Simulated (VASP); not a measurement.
GaN: single point with r2SCAN

Crystal: GaN.

```
CELL_PARAMETERS angstrom
3.18310 0.00000 0.00000
-1.59155 2.75664 0.00000
0.00000 0.00000 5.18360
ATOMIC_POSITIONS crystal
Ga 0.28621 0.66667 0.99911
Ga 0.61954 0.33333 0.49911
N 0.33333 0.66667 0.37589
N 0.66667 0.33333 0.87589
```

This cell differs from its parent crystal: all Ga atoms moved -0.150 Å, as atom 1 along Cartesian [1 0 0].

| Item | Value |
| --- | --- |
| Program | VASP 6.6.1 |
| Task | single point |
| Functional | r2SCAN |
| Potentials or basis | VASP PAW PBE potentials, release 64 (Ga_d, N) |
| Cutoff | 520 eV |
| k mesh | 12 × 12 × 6 |
| Occupations | gaussian, width 0.05 eV |
| Spin | no spin polarisation |

* Pressure: 3.5 GPa
* Largest force: 2.179 eV/Å
* Band gap on the k mesh: 2.18 eV, direct

Forces in eV/Å, atoms in the order of the input:
```
Ga   2.078  0.514  0.370
Ga   2.078 -0.514  0.370
N   -2.078  0.541 -0.370
N   -2.078 -0.541 -0.370
```

Stress tensor (GPa, compression positive):
```
6.06 0.00 6.34
0.00 3.08 0.00
6.34 0.00 1.48
```

Levels at points of the mesh, in eV from the valence-band top:
| k point | band 16 | band 17 | band 18 | band 19 | band 20 | band 21 |
| --- | --- | --- | --- | --- | --- | --- |
| (0.00, 0.00, 0.00) | -0.28 | -0.09 | 0.00 | 2.18 | 4.62 | 9.74 |
| (0.50, 0.00, 0.00) | -2.98 | -2.43 | -1.16 | 5.31 | 6.01 | 6.35 |
| (0.00, 0.50, 0.00) | -2.84 | -2.49 | -1.06 | 5.25 | 5.84 | 6.33 |
| (0.00, 0.00, 0.50) | -1.06 | -0.36 | -0.36 | 4.61 | 4.61 | 8.92 |
| (0.50, 0.00, 0.50) | -2.27 | -1.96 | -1.90 | 4.53 | 4.88 | 7.94 |
| (0.00, 0.50, 0.50) | -2.46 | -1.76 | -1.76 | 4.67 | 4.67 | 8.12 |

Run time: 4.2 min on 1 thread of Intel(R) Xeon(R) 6975P-C (Granite Rapids), with other jobs on the host, peak memory 0.35 GiB.

Caveat: the cell differs from its parent crystal (all Ga atoms moved -0.150 Å, as atom 1 along Cartesian [1 0 0]); the PAW data sets were made with another functional, which shifts forces and pressure a little.
